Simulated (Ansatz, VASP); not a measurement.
## Two plane-wave programs on Zn3S

```xyz
4
Lattice="4.0382 0.0000 0.0000 0.0000 4.0382 0.0000 0.0000 0.0000 4.0382" Properties=species:S:1:pos:R:3 pbc="T T T"
Zn    0.0000    2.0191    2.0191
Zn    2.0191    0.0000    2.0191
Zn    2.0191    2.0191    0.0000
S     0.0000    0.0000    0.0000
```

Alike in both runs: functional PBE; k mesh 4 × 4 × 4; occupations gaussian, width 0.1 eV; no spin polarisation.

Ansatz relaxed the structure, and its values are those at the end. VASP's run is a single point on that final structure, the one shown.

|  | VASP | Ansatz |
| --- | --- | --- |
| version | VASP 6.6.1 | Ansatz 0.2.0 |
| potentials or method | VASP PAW PBE potentials, release 64 (Zn, S), cutoff 520 eV | scalar-relativistic, plane waves, PAW |
| valence electrons in the cell | 42 | 42 |

```tsv
	VASP	Ansatz	Ansatz less VASP
gap on the k mesh at the Fermi level (eV)	none	none	-
pressure (GPa)	0.1	0.1	-0.04
```

A gap of «none» marks a metal or a gap that the smearing closes.

The k mesh is coarse, so the values compare programs but aren't converged.
